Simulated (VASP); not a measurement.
# C (Fmmm) in VASP: notebook

The runs below take C through single point, with PBEsol+D3(BJ).

Everything below comes from runs of VASP 6.6.1. Logs are shortened: lines on timing, memory, paths and dates and some standing lists are left out, and cuts for length are marked.

## Step 1: The cell of the first run

The structure is orthorhombic, space group Fmmm (No. 69). Conventional cell: a = 2.391 Å, b = 4.139 Å, c = 6.466 Å, α = 90.00°, β = 90.00°, γ = 90.00°. C (site symmetry m2m) has 3 C at 1.09 to 1.55 Å within 1.6 Å.

## Step 2: Single point, PBEsol+D3(BJ) (atoms shifted along a free coordinate)

INCAR reads:

```
ALGO = Normal ; EDIFF = 1E-6
ENCUT = 520 ; GGA = PS
ISIF = 2 ; ISMEAR = 0
IVDW = 12 ; LASPH = T
LCHARG = T ; LELF = T
LREAL = F ; LVHAR = T
LWAVE = F ; NBANDS = 11
NELM = 100 ; PREC = Accurate
SIGMA = 0.03
```

KPOINTS reads:

```
k-points
0
Gamma
  16 16 16
```

POSCAR reads:

```
C
1.0
    0.0000000000      2.0696277651      3.2332036561
    1.1956910189      0.0000000000      3.2332036561
    1.1956910189      2.0696277651      0.0000000000
C
2
Direct
    0.1314621586      0.8685378414      0.1314621586
    0.8685378414      0.1314621586      0.8685378414
```

Potentials or basis: VASP PAW PBE potentials, release 64 (C).

Started as:

```sh
cat potpaw_PBE.64/C/POTCAR > POTCAR
mpirun -np 1 vasp_std > vasp.out
```

OUTCAR:

```text
EDIFF = 1E-6
   ENCUT = 520
   GGA = PS
   ISIF = 2
   ISMEAR = 0
   IVDW = 12
   LASPH = T
   LREAL = F
   NELM = 100
   PREC = Accurate
 IVDW          = 12

 ion  position               nearest neighbor table
   1  0.131  0.869  0.131-   2 1.09   2 1.55   2 1.55
   2  0.869  0.131  0.869-   1 1.09   1 1.55   1 1.55

  LATTYP: Found a face centered orthorhombic cell.
 ALAT       =     2.3913820378
 B/A-ratio  =     1.7309051690
 C/A-ratio  =     2.7040461164

  Lattice vectors:

 A1 = (   0.0000000000,   2.0696277651,   3.2332036561)
 A2 = (   1.1956910189,   0.0000000000,   3.2332036561)
 A3 = (   1.1956910189,   2.0696277651,   0.0000000000)

Analysis of symmetry for initial positions (statically):
=====================================================================
 Subroutine PRICEL returns:
 Original cell was already a primitive cell.

 Routine SETGRP: Setting up the symmetry group for a
 face centered orthorhombic supercell.

 Subroutine GETGRP returns: Found  8 space group operations
 (whereof  8 operations were pure point group operations)
 out of a pool of  8 trial point group operations.

The static configuration has the point symmetry D_2h.

Analysis of symmetry for dynamics (positions and initial velocities):
=====================================================================
 Subroutine PRICEL returns:
 Original cell was already a primitive cell.

 Routine SETGRP: Setting up the symmetry group for a
 face centered orthorhombic supercell.

 Subroutine GETGRP returns: Found  8 space group operations
 (whereof  8 operations were pure point group operations)
 out of a pool of  8 trial point group operations.

The dynamic configuration has the point symmetry D_2h.

 Subroutine INISYM returns: Found  8 space group operations
 (whereof  8 operations are pure point group operations),
 and found     1 'primitive' translations

----------------------------------------------------------------------------------------

                                     Primitive cell

  volume of cell :      16.0020

  direct lattice vectors                    reciprocal lattice vectors
     0.000000000  2.069627765  3.233203656    -0.418168233  0.241589337  0.154645378
     1.195691019  0.000000000  3.233203656     0.418168233 -0.241589337  0.154645378
     1.195691019  2.069627765  0.000000000     0.418168233  0.241589337 -0.154645378

  length of vectors
     3.838875482  3.447213787  2.390195829     0.507094933  0.507094933  0.507094933

  position of ions in fractional coordinates (direct lattice)
     0.131462159  0.868537841  0.131462159
     0.868537841  0.131462159  0.868537841

  ion indices of the primitive-cell ions
   primitive index   ion index
                 1           1
                 2           2

----------------------------------------------------------------------------------------

 KPOINTS: k-points

Automatic generation of k-mesh.
 Grid dimensions read from file:
 generate k-points for:   16   16   16

 Generating k-lattice:

  Cartesian coordinates                     Fractional coordinates (reciprocal lattice)
    -0.026135515  0.015099334  0.009665336     0.062500000  0.000000000  0.000000000
     0.026135515 -0.015099334  0.009665336     0.000000000  0.062500000 -0.000000000
     0.026135515  0.015099334 -0.009665336     0.000000000 -0.000000000  0.062500000

  Length of vectors
     0.031693433  0.031693433  0.031693433

  Shift w.r.t. Gamma in fractional coordinates (k-lattice)
     0.000000000  0.000000000  0.000000000

 Subroutine IBZKPT returns following result:
 ===========================================

 Found    621 irreducible k-points:

 Following reciprocal coordinates:
            Coordinates               Weight
  0.000000  0.000000  0.000000      1.000000
  0.062500 -0.000000  0.000000      8.000000
  0.125000 -0.000000  0.000000      8.000000
  0.187500  0.000000  0.000000      8.000000
  0.250000 -0.000000  0.000000      8.000000
  0.312500 -0.000000  0.000000      8.000000
[... 16 lines left out ...]
 -0.125000  0.062500 -0.000000      8.000000
 -0.062500  0.062500  0.000000      4.000000
 [... further k-points ...]
   k-points           NKPTS =    621   k-points in BZ     NKDIM =    621   number of bands    NBANDS=     11
   number of dos      NEDOS =    301   number of ions     NIONS =      2
   total plane-waves  NPLWV =  15120
   dimension x,y,z NGX =    30 NGY =   28 NGZ =   18
   dimension x,y,z NGXF=    60 NGYF=   56 NGZF=   36
   ions per type =               2
   NGX,Y,Z   is equivalent  to a cutoff of  12.99, 13.50, 12.52 a.u.
   NGXF,Y,Z  is equivalent  to a cutoff of  25.98, 27.01, 25.04 a.u.
 SYSTEM =  unknown system
   PREC   = accura    normal or accurate (medium, high low for compatibility)
   ISTART =      0    job   : 0-new  1-cont  2-samecut
   ICHARG =      2    charge: 1-file 2-atom 10-const
   ISPIN  =      1    spin polarized calculation?
   LNONCOLLINEAR =      F non collinear calculations
   LSORBIT =      F    spin-orbit coupling
   LASPH  =      T    aspherical Exc in radial PAW
   ENCUT  =  520.0 eV  38.22 Ry    6.18 a.u.   7.14  6.41  4.44*2*pi/ulx,y,z
   NELM   =    100;   NELMIN=  2; NELMDL= -5     # of ELM steps
   EDIFF  = 0.1E-05   stopping-criterion for ELM
   LREAL  =      F    real-space projection
   EDIFFG = 0.1E-04   stopping-criterion for IOM
   NSW    =      0    number of steps for IOM
   IBRION =     -1    ionic relax: 0-MD 1-quasi-New 2-CG
   NFREE  =      0    steps in history (QN), initial steepest desc. (CG)
   ISIF   =      2    stress and relaxation
   ISYM   =      2    0-nonsym 1-usesym 2-fastsym
   POTIM  = 0.5000    time-step for ionic-motion
   TEBEG  =    0.0;   TEEND  =   0.0 temperature during run
   PSTRESS=    0.0 pullay stress
   NELECT =       8.0000    total number of electrons
   NUPDOWN=      -1.0000    fix difference up-down
   EMIN   =  10.00;   EMAX   =-10.00  energy-range for DOS
   EFERMI =   0.00;   METHOD = LEGACY
   ISMEAR =     0;   SIGMA  =   0.03  broadening in eV -4-tet -1-fermi 0-gaus
   EFERMI_NEDOS =   21; number of points for ismear=-14 and -15
   IALGO  =     38    algorithm
   IMIX   =      4    mixing-type and parameters
     AMIX     =   0.40;   BMIX     =  1.00
     AMIX_MAG =   1.60;   BMIX_MAG =  1.00
  volume/ion in A,a.u.               =       8.00        53.99
  Fermi-wavevector in a.u.,A,eV,Ry     =   1.299312  2.455343 22.969510  1.688211
  Thomas-Fermi vector in A             =   2.430584
   LORBIT       =      0    0 simple, 1 ext, 2 COOP (PROOUT), +10 PAW based schemes
   GGA     = PS    functional components
   LHFCALC =     F    Hartree Fock is set to
   AEXX    =    0.0000 exact exchange contribution
   IVDW    =    12    specifies the selected vdW correction
   LEPSILON=     F    determine dielectric tensor
   LRPA    =     F    only Hartree local field effects (RPA)
 non-spin polarized calculation
 Gauss-broadening in eV      SIGMA  =   0.03
  energy-cutoff  :      520.00
  volume of cell :       16.00
 maximum number of plane-waves:       447
 NGX is ok and might be reduce to    30
   NGX = 15   NGY = 13   NGZ =  9

 number of electron       8.0000000 magnetization

 Free energy of the ion-electron system (eV)
  ---------------------------------------------------
  ext. energy  EPLUGINS =         0.00000000
  ---------------------------------------------------
  free energy    TOTEN  =       -15.37139834 eV

  energy without entropy =      -15.37130500  energy(sigma->0) =      -15.37135167

 E-fermi :   6.0485     XC(G=0): -10.9017

 val. band max:        6.0001764505   @ k =  -0.0625   0.4375   0.3750
 cond. band min:       6.0559103827   @ k =  -0.1250   0.3750   0.3750
 fundamental gap:      0.0557339322
 Fermi energy:         6.0485206687

 k-point     1 :       0.0000    0.0000    0.0000
  band No.  band energies     occupation
      1     -15.0310      2.00000
      2      -1.9714      2.00000
      3      -1.2690      2.00000
      4       7.5693      0.00000
      5       8.5509      0.00000
      6       9.5792      0.00000
      7      17.3127      0.00000
      8      19.0219      0.00000
      9      22.4909      0.00000
     10      28.6821      0.00000
     11      29.5924      0.00000

 k-point     2 :       0.0625   -0.0000    0.0000
  band No.  band energies     occupation
      1     -14.9321      2.00000
      2      -1.8983      2.00000
      3      -1.4129      2.00000
      4       6.6264      0.00000
      5       9.0187      0.00000
      6       9.8187      0.00000
      7      17.7809      0.00000
      8      18.6596      0.00000
      9      22.5443      0.00000
     10      28.8176      0.00000
     11      29.1735      0.00000

 k-point     3 :       0.1250   -0.0000    0.0000
  band No.  band energies     occupation
      1     -14.6371      2.00000
      2      -1.8619      2.00000
      3      -1.6396      2.00000
      4       5.0178      2.00000
      5       9.4899      0.00000
      6      10.4490      0.00000
      7      17.6357      0.00000
      8      18.9038      0.00000
      9      22.8472      0.00000
     10      27.2710      0.00000
     11      30.4157      0.00000

 k-point     4 :       0.1875    0.0000    0.0000
  band No.  band energies     occupation
      1     -14.1507      2.00000
      2      -2.4910      2.00000
      3      -1.2789      2.00000
      4       3.2882      2.00000
      5       9.9313      0.00000
      6      11.2719      0.00000
      7      16.1397      0.00000
      8      20.1678      0.00000
      9      23.6635      0.00000
     10      25.6858      0.00000
     11      30.4723      0.00000

 k-point     5 :       0.2500   -0.0000    0.0000
  band No.  band energies     occupation
      1     -13.4827      2.00000
      2      -3.3418      2.00000
      3      -0.7608      2.00000
      4       1.6886      2.00000
      5      10.3051      0.00000
      6      12.1996      0.00000
      7      14.5005      0.00000
      8      21.2818      0.00000
      9      24.2967      0.00000
     10      25.1041      0.00000
     11      29.1533      0.00000
[... 211 lines left out ...]
 k-point    21 :      -0.2500    0.0625   -0.0000
  band No.  band energies     occupation
      1     -12.6920      2.00000
      2      -4.3881      2.00000
      3       0.1334      2.00000
      4       0.4180      2.00000
      5      10.5343      0.00000
      6      12.1053      0.00000
      7      13.3775      0.00000
      8      22.2502      0.00000
      9      23.0903      0.00000
     10      26.7656      0.00000
     11      28.1078      0.00000

 k-point    22 :      -0.1875    0.0625   -0.0000
  band No.  band energies     occupation
      1     -13.5170      2.00000
      2      -3.3385      2.00000
      3      -0.5201      2.00000
      4       1.6991      2.00000
      5      10.2644      0.00000
      6      11.8459      0.00000
      7      14.2990      0.00000
      8      21.3171      0.00000
      9      24.1536      0.00000
     10      25.0508      0.00000
     11      29.1768      0.00000

 k-point    23 :      -0.1250    0.0625   -0.0000
  band No.  band energies     occupation
      1     -14.1755      2.00000
      2      -2.4875      2.00000
      3      -1.1012      2.00000
      4       3.2955      2.00000
      5       9.8620      0.00000
      6      10.9951      0.00000
      7      16.0834      0.00000
      8      20.1815      0.00000
      9      23.6407      0.00000
     10      25.5731      0.00000
     11      30.4966      0.00000

 k-point    24 :      -0.0625    0.0625    0.0000
  band No.  band energies     occupation
      1     -14.6501      2.00000
      2      -1.8382      2.00000
      3      -1.5666      2.00000
      4       5.0210      2.00000
      5       9.4454      0.00000
      6      10.3056      0.00000
      7      17.6241      0.00000
      8      18.9106      0.00000
      9      22.8303      0.00000
     10      27.2399      0.00000
     11      30.4258      0.00000

 [... further k-points ...]

------------------------ aborting loop because EDIFF is reached ----------------------------------------

 Edisp (eV)   -0.22401

 E8    (eV) :    -0.1090

  FORCE on cell =-STRESS in cart. coord.  units (eV):
  Direction    XX          YY          ZZ          XY          YZ          ZX
  --------------------------------------------------------------------------------------
  -------------------------------------------------------------------------------------
  Total       2.46764    26.69804    -0.13167     0.00000     0.00000     0.00000
  in kB     247.06907  2673.10252   -13.18323     0.00000     0.00000     0.00000
  external pressure =      969.00 kB  Pullay stress =        0.00 kB

 VOLUME and BASIS-vectors are now :
 -----------------------------------------------------------------------------
  energy-cutoff  :      520.00
  volume of cell :       16.00
      direct lattice vectors                 reciprocal lattice vectors
     0.000000000  2.069627765  3.233203656    -0.418168233  0.241589337  0.154645378
     1.195691019  0.000000000  3.233203656     0.418168233 -0.241589337  0.154645378
     1.195691019  2.069627765  0.000000000     0.418168233  0.241589337 -0.154645378

 POSITION                                       TOTAL-FORCE (eV/Angst)
 -----------------------------------------------------------------------------------
      1.19569      0.54416      3.23320         0.000000     31.694949      0.000000
      1.19569      3.59510      3.23320         0.000000    -31.694949      0.000000
 -----------------------------------------------------------------------------------
    total drift:                               -0.000000     -0.000000      0.000000

  FREE ENERGIE OF THE ION-ELECTRON SYSTEM (eV)
  ---------------------------------------------------
  free  energy   TOTEN  =       -15.5954039385 eV

  energy  without entropy=      -15.5953106050  energy(sigma->0) =      -15.59535727
```

It took 56 s on 1 thread of AMD EPYC 9R45 (Zen 5), shared host; peak memory 0.18 GiB.

Results:

```yaml
Free_energy: -15.5954 eV
Pressure: 96.9 GPa
Largest_force: 31.695 eV/Å
Band_gap_on_the_k_mesh: zero (bands 4 and 5 overlap by 3.16 eV)
Dispersion_energy_per_atom: -0.112 eV
```

Forces on the atoms (eV/Å):
```
C     0.000  31.695   0.000
C     0.000 -31.695   0.000
```

Stress tensor (GPa, compression positive):
```
 24.71   0.00   0.00
  0.00 267.31   0.00
  0.00   0.00  -1.32
```

Caveat: the cell differs from its parent crystal (atoms shifted along a free coordinate); the stress differs along the axes, from -1 to 267 GPa; the PAW data sets were made with another functional, which shifts forces and pressure a little.

## Step 3: Single point, PBEsol+D3(BJ) (atoms shifted along a free coordinate)

INCAR reads:

```
SYSTEM = C
PREC = Accurate
ENCUT = 520
EDIFF = 1E-6
ISMEAR = 0
SIGMA = 0.03
LREAL = .FALSE.
LASPH = .TRUE.
NELM = 60
ALGO = Normal
ISIF = 2
LWAVE = .FALSE.
LCHARG = .TRUE.
GGA = PS
IVDW = 12
LELF = .TRUE.
LVHAR = .TRUE.
NBANDS = 11
```

KPOINTS reads:

```
regular mesh
0
G
  16 16 16
  0 0 0
```

POSCAR reads:

```
C
1.0
    0.0000000000      2.0696277651      3.2332036561
    1.1956910189      0.0000000000      3.2332036561
    1.1956910189      2.0696277651      0.0000000000
C
2
Direct
    0.2019510748      0.7980489252      0.2019510748
    0.7980489252      0.2019510748      0.7980489252
```

Potentials or basis: VASP PAW PBE potentials, release 64 (C).

Started as:

```sh
cat potpaw_PBE.64/C/POTCAR > POTCAR
mpirun -np 1 vasp_std > vasp.out
```

It took 74 s on 1 thread of AMD EPYC 9R45 (Zen 5), shared host; peak memory 0.19 GiB.

It converged, with:

```
Free energy                : -17.3935 eV
Pressure                   : 61.6 GPa
Largest force              : 9.769 eV/Å
Band gap on the k mesh     : zero (bands 4 and 5 overlap by 2.71 eV)
Dispersion energy per atom : -0.113 eV
```

Forces on the atoms (eV/Å):
```
C    0.000 -9.769  0.000
C    0.000  9.769  0.000
```

Stress tensor (GPa, compression positive):
```
144.46   0.00   0.00
  0.00  39.75   0.00
  0.00   0.00   0.52
```

Levels at points of the mesh, in eV from the Fermi level:
```tsv
k point	band 2	band 3	band 4	band 5	band 6	band 7
(0.00, 0.00, 0.00)	-7.56	-7.53	2.02	3.04	3.91	12.63
(0.50, 0.00, 0.00)	-15.00	-5.05	-2.11	-0.16	5.25	12.97
(0.50, 0.50, 0.00)	-9.82	-7.56	2.16	3.11	10.36	13.01
(0.50, 0.00, 0.50)	-12.69	-9.47	-3.89	6.27	7.82	11.04
(0.00, 0.50, 0.50)	-12.44	-9.52	-5.35	3.46	7.30	13.18
```

Caveat: the cell differs from its parent crystal (atoms shifted along a free coordinate); the stress differs along the axes, from 1 to 144 GPa; the PAW data sets were made with another functional, which shifts forces and pressure a little.

(Continued in part 2 of 2.)

The gap in the log of VASP goes by the Fermi energy; the results here count the filled bands.